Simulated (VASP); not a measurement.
# Na (Im-3m) in VASP: single point with r2SCAN

Aim: the single point of Na with r2SCAN.

All numbers are computed with VASP 6.6.1; they aren't measurements. Logs are shortened: lines on timing, memory, paths and dates and some standing lists are left out, and cuts for length are marked.

## Step 1: The cell of the first run

It takes space group Im-3m (No. 229, cubic). The conventional cell has a = 4.230 Å, b = 4.230 Å, c = 4.230 Å, α = 90.00°, β = 90.00°, γ = 90.00°. Na (site symmetry m-3m) has 14 Na at 3.66 to 4.23 Å within 4.8 Å.

## Step 2: Single point, r2SCAN

The input, POSCAR:

```
Na
1.0
   -2.1150003074      2.1150003074      2.1150003074
    2.1150003074     -2.1150003074      2.1150003074
    2.1150003074      2.1150003074     -2.1150003074
Na
1
Direct
    0.0000000000      0.0000000000      0.0000000000
```

The input, INCAR.step1:

```
SYSTEM = Na
PREC     = Accurate       ! precision mode
ENCUT    = 520            ! plane-wave cutoff, eV
ISMEAR   = 0              ! smearing method
SIGMA    = 0.05           ! smearing width, eV
LREAL    = .FALSE.        ! projectors in reciprocal space
LASPH    = .TRUE.         ! aspherical terms in the spheres
NELM     = 100            ! most SCF steps
NBANDS   = 10             ! bands
GGA      = PE             ! functional
ALGO     = Normal         ! electronic algorithm
EDIFF    = 1E-4           ! SCF threshold, eV
LWAVE    = .TRUE.         ! write WAVECAR
LCHARG   = .FALSE.        ! write CHGCAR
```

The input, INCAR.step2:

```
SYSTEM = Na
PREC     = Accurate       ! precision mode
ENCUT    = 520            ! plane-wave cutoff, eV
EDIFF    = 1E-7           ! SCF threshold, eV
ISMEAR   = 0              ! smearing method
SIGMA    = 0.05           ! smearing width, eV
LREAL    = .FALSE.        ! projectors in reciprocal space
LASPH    = .TRUE.         ! aspherical terms in the spheres
NELM     = 100            ! most SCF steps
ALGO     = Normal         ! electronic algorithm
ISIF     = 2              ! what is computed and relaxed
LWAVE    = .FALSE.        ! write WAVECAR
LCHARG   = .TRUE.         ! write CHGCAR
METAGGA  = R2SCAN         ! meta-GGA
LMIXTAU  = .TRUE.       
LELF     = .TRUE.         ! ELF
LVHAR    = .TRUE.       
NBANDS   = 10             ! bands
ISTART   = 1
```

The input, KPOINTS:

```
regular mesh
0
G
  12 12 12
  0 0 0
```

Potentials or basis: VASP PAW PBE potentials, release 64 (Na_pv).

Run with:

```sh
$ cat potpaw_PBE.64/Na_pv/POTCAR > POTCAR
$ cp INCAR.step1 INCAR
$ mpirun -np 1 vasp_std > vasp.out
$ cp INCAR.step2 INCAR
$ mpirun -np 1 vasp_std > vasp.out
```

OUTCAR:

```text
SYSTEM = Na
   PREC = Accurate
   ENCUT = 520
   EDIFF = 1E-7
   ISMEAR = 0
   LREAL = .FALSE.
   LASPH = .TRUE.
   NELM = 100
   ISIF = 2
   METAGGA = R2SCAN
   ISTART = 1

 ion  position               nearest neighbor table
   1  0.000  0.000  0.000-

  LATTYP: Found a body centered cubic cell.
 ALAT       =     4.2300006148

  Lattice vectors:

 A1 = (  -2.1150003074,   2.1150003074,   2.1150003074)
 A2 = (   2.1150003074,  -2.1150003074,   2.1150003074)
 A3 = (   2.1150003074,   2.1150003074,  -2.1150003074)

Analysis of symmetry for initial positions (statically):
=====================================================================
 Subroutine PRICEL returns:
 Original cell was already a primitive cell.

 Routine SETGRP: Setting up the symmetry group for a
 body centered cubic supercell.

 Subroutine GETGRP returns: Found 48 space group operations
 (whereof 48 operations were pure point group operations)
 out of a pool of 48 trial point group operations.

The static configuration has the point symmetry O_h .

Analysis of symmetry for dynamics (positions and initial velocities):
=====================================================================
 Subroutine PRICEL returns:
 Original cell was already a primitive cell.

 Routine SETGRP: Setting up the symmetry group for a
 body centered cubic supercell.

 Subroutine GETGRP returns: Found 48 space group operations
 (whereof 48 operations were pure point group operations)
 out of a pool of 48 trial point group operations.

The dynamic configuration has the point symmetry O_h .

 Subroutine INISYM returns: Found 48 space group operations
 (whereof 48 operations are pure point group operations),
 and found     1 'primitive' translations

----------------------------------------------------------------------------------------

                                     Primitive cell

  volume of cell :      37.8435

  direct lattice vectors                    reciprocal lattice vectors
    -2.115000307  2.115000307  2.115000307     0.000000000  0.236406585  0.236406585
     2.115000307 -2.115000307  2.115000307     0.236406585  0.000000000  0.236406585
     2.115000307  2.115000307 -2.115000307     0.236406585  0.236406585  0.000000000

  length of vectors
     3.663287990  3.663287990  3.663287990     0.334329399  0.334329399  0.334329399

  position of ions in fractional coordinates (direct lattice)
     0.000000000  0.000000000  0.000000000

  ion indices of the primitive-cell ions
   primitive index   ion index
                 1           1

----------------------------------------------------------------------------------------

 KPOINTS: regular mesh

Automatic generation of k-mesh.
 Grid dimensions read from file:
 generate k-points for:   12   12   12

 Generating k-lattice:

  Cartesian coordinates                     Fractional coordinates (reciprocal lattice)
     0.000000000  0.019700549  0.019700549     0.083333333  0.000000000  0.000000000
     0.019700549  0.000000000  0.019700549     0.000000000  0.083333333  0.000000000
     0.019700549  0.019700549  0.000000000     0.000000000  0.000000000  0.083333333

  Length of vectors
     0.027860783  0.027860783  0.027860783

  Shift w.r.t. Gamma in fractional coordinates (k-lattice)
     0.000000000  0.000000000  0.000000000

 Subroutine IBZKPT returns following result:
 ===========================================

 Found     72 irreducible k-points:

 Following reciprocal coordinates:
            Coordinates               Weight
  0.000000  0.000000  0.000000      1.000000
  0.083333  0.000000  0.000000     12.000000
  0.166667  0.000000  0.000000     12.000000
  0.250000  0.000000  0.000000     12.000000
  0.333333  0.000000  0.000000     12.000000
  0.416667  0.000000  0.000000     12.000000
[... 16 lines left out ...]
  0.333333  0.083333  0.083333     24.000000
  0.416667  0.083333  0.083333     12.000000
 [... further k-points ...]
   k-points           NKPTS =     72   k-points in BZ     NKDIM =     72   number of bands    NBANDS=     10
   number of dos      NEDOS =    301   number of ions     NIONS =      1
   total plane-waves  NPLWV =  21952
   dimension x,y,z NGX =    28 NGY =   28 NGZ =   28
   dimension x,y,z NGXF=    56 NGYF=   56 NGZF=   56
   ions per type =               1
   NGX,Y,Z   is equivalent  to a cutoff of  12.71, 12.71, 12.71 a.u.
   NGXF,Y,Z  is equivalent  to a cutoff of  25.41, 25.41, 25.41 a.u.
 SYSTEM =  Na
   PREC   = accura    normal or accurate (medium, high low for compatibility)
   ISTART =      1    job   : 0-new  1-cont  2-samecut
   ICHARG =      0    charge: 1-file 2-atom 10-const
   ISPIN  =      1    spin polarized calculation?
   LNONCOLLINEAR =      F non collinear calculations
   LSORBIT =      F    spin-orbit coupling
   LASPH  =      T    aspherical Exc in radial PAW
   ENCUT  =  520.0 eV  38.22 Ry    6.18 a.u.   6.81  6.81  6.81*2*pi/ulx,y,z
   NELM   =    100;   NELMIN=  2; NELMDL=  0     # of ELM steps
   EDIFF  = 0.1E-06   stopping-criterion for ELM
   LREAL  =      F    real-space projection
   EDIFFG = 0.1E-05   stopping-criterion for IOM
   NSW    =      0    number of steps for IOM
   IBRION =     -1    ionic relax: 0-MD 1-quasi-New 2-CG
   NFREE  =      0    steps in history (QN), initial steepest desc. (CG)
   ISIF   =      2    stress and relaxation
   ISYM   =      2    0-nonsym 1-usesym 2-fastsym
   POTIM  = 0.5000    time-step for ionic-motion
   TEBEG  =    0.0;   TEEND  =   0.0 temperature during run
   PSTRESS=    0.0 pullay stress
   NELECT =       7.0000    total number of electrons
   NUPDOWN=      -1.0000    fix difference up-down
   EMIN   =  10.00;   EMAX   =-10.00  energy-range for DOS
   EFERMI =   0.00;   METHOD = LEGACY
   ISMEAR =     0;   SIGMA  =   0.05  broadening in eV -4-tet -1-fermi 0-gaus
   EFERMI_NEDOS =   21; number of points for ismear=-14 and -15
   IALGO  =     38    algorithm
   IMIX   =      4    mixing-type and parameters
     AMIX     =   0.40;   BMIX     =  1.00
     AMIX_MAG =   1.60;   BMIX_MAG =  1.00
  volume/ion in A,a.u.               =      37.84       255.38
  Fermi-wavevector in a.u.,A,eV,Ry     =   0.932775  1.762690 11.838020  0.870070
  Thomas-Fermi vector in A             =   2.059408
   LORBIT       =      0    0 simple, 1 ext, 2 COOP (PROOUT), +10 PAW based schemes
   METAGGA = R2SCAN    functional components
   LHFCALC =     F    Hartree Fock is set to
   AEXX    =    0.0000 exact exchange contribution
   IVDW    =     0    specifies the selected vdW correction
   LEPSILON=     F    determine dielectric tensor
   LRPA    =     F    only Hartree local field effects (RPA)
 non-spin polarized calculation
 Gauss-broadening in eV      SIGMA  =   0.05
  energy-cutoff  :      520.00
  volume of cell :       37.84
 maximum number of plane-waves:      1048
   NGX = 13   NGY = 13   NGZ = 13

 number of electron       7.0000011 magnetization

 Free energy of the ion-electron system (eV)
  ---------------------------------------------------
  ext. energy  EPLUGINS =         0.00000000
  ---------------------------------------------------
  free energy    TOTEN  =        -3.55129141 eV

  energy without entropy =       -3.55004029  energy(sigma->0) =       -3.55066585

 E-fermi :   0.2384     XC(G=0):  -6.8608

 val. band max:        0.2163970412   @ k =  -0.3333   0.4167   0.1667
 cond. band min:       0.3294271413   @ k =   0.3333   0.1667  -0.0000
 fundamental gap:      0.1130301001
 Fermi energy:         0.2384465881

 k-point     1 :       0.0000    0.0000    0.0000
  band No.  band energies     occupation
      1     -25.7389      2.00000
      2     -25.7389      2.00000
      3     -25.7387      2.00000
      4      -3.1557      2.00000
      5      12.5730      0.00000
      6      12.5735      0.00000
      7      12.5735      0.00000
      8      13.7726      0.00000
      9      13.7726      0.00000
     10      14.3791      0.00000

 k-point     2 :       0.0833    0.0000    0.0000
  band No.  band energies     occupation
      1     -25.7410      2.00000
      2     -25.7396      2.00000
      3     -25.7389      2.00000
      4      -3.0268      2.00000
      5      11.0927      0.00000
      6      11.8385      0.00000
      7      12.2051      0.00000
      8      12.8920      0.00000
      9      13.1525      0.00000
     10      14.8914      0.00000

 k-point     3 :       0.1667    0.0000    0.0000
  band No.  band energies     occupation
      1     -25.7472      2.00000
      2     -25.7417      2.00000
      3     -25.7389      2.00000
      4      -2.6420      2.00000
      5       8.8191      0.00000
      6      10.8178      0.00000
      7      11.5516      0.00000
      8      11.9310      0.00000
      9      12.8461      0.00000
     10      15.0282      0.00000

 k-point     4 :       0.2500    0.0000    0.0000
  band No.  band energies     occupation
      1     -25.7557      2.00000
      2     -25.7445      2.00000
      3     -25.7389      2.00000
      4      -2.0069      2.00000
      5       6.6691      0.00000
      6       9.9744      0.00000
      7      10.9636      0.00000
      8      11.1717      0.00000
      9      12.3642      0.00000
     10      15.4821      0.00000
[... 222 lines left out ...]
 k-point    22 :       0.2500    0.0833    0.0833
  band No.  band energies     occupation
      1     -25.7643      2.00000
      2     -25.7473      2.00000
      3     -25.7409      2.00000
      4      -0.8833      2.00000
      5       4.8926      0.00000
      6       7.3072      0.00000
      7       8.7459      0.00000
      8      13.1519      0.00000
      9      13.9219      0.00000
     10      16.4699      0.00000

 k-point    23 :       0.3333    0.0833    0.0833
  band No.  band energies     occupation
      1     -25.7685      2.00000
      2     -25.7503      2.00000
      3     -25.7410      2.00000
      4       0.2090      1.59574
      5       3.1723      0.00000
      6       6.9514      0.00000
      7       8.3938      0.00000
      8      12.8250      0.00000
      9      13.7204      0.00000
     10      17.1372      0.00000

 k-point    24 :       0.4167    0.0833    0.0833
  band No.  band energies     occupation
      1     -25.7700      2.00000
      2     -25.7514      2.00000
      3     -25.7410      2.00000
      4       1.2401      0.00000
      5       1.9303      0.00000
      6       6.8328      0.00000
      7       8.2763      0.00000
      8      12.7144      0.00000
      9      13.6420      0.00000
     10      17.5232      0.00000

 [... further k-points ...]
[... 5 lines left out ...]
  --------------------------------------------------------------------------------------
  -------------------------------------------------------------------------------------
  Total        0.0148772      0.0148772      0.0148772      0.0000000      0.0000000     -0.0000000
  in kB        0.6298560      0.6298560      0.6298560      0.0000000      0.0000000     -0.0000000
  external PRESSURE =       0.6298560 kB  Pullay stress =       0.0000000 kB

 VOLUME and BASIS-vectors are now :
 -----------------------------------------------------------------------------
  energy-cutoff  :      520.00
  volume of cell :       37.84
      direct lattice vectors                 reciprocal lattice vectors
    -2.115000307  2.115000307  2.115000307     0.000000000  0.236406585  0.236406585
     2.115000307 -2.115000307  2.115000307     0.236406585  0.000000000  0.236406585
     2.115000307  2.115000307 -2.115000307     0.236406585  0.236406585  0.000000000

 POSITION                                       TOTAL-FORCE (eV/Angst)
 -----------------------------------------------------------------------------------
      0.00000      0.00000      0.00000         0.000000      0.000000      0.000000
 -----------------------------------------------------------------------------------
    total drift:                               -0.000000     -0.000000     -0.000000

  FREE ENERGIE OF THE ION-ELECTRON SYSTEM (eV)
  ---------------------------------------------------
  free  energy   TOTEN  =        -3.5512914063 eV

  energy  without entropy=       -3.5500402894  energy(sigma->0) =       -3.55066585
```

Wall time 66 s (1 thread of Intel Xeon Platinum 8488C (Sapphire Rapids), shared host); peak memory 0.17 GiB.

What came out:

- Free energy: -3.5513 eV
- Pressure: 0.1 GPa

Caveat: the PAW data sets were made with another functional, which shifts forces and pressure a little.
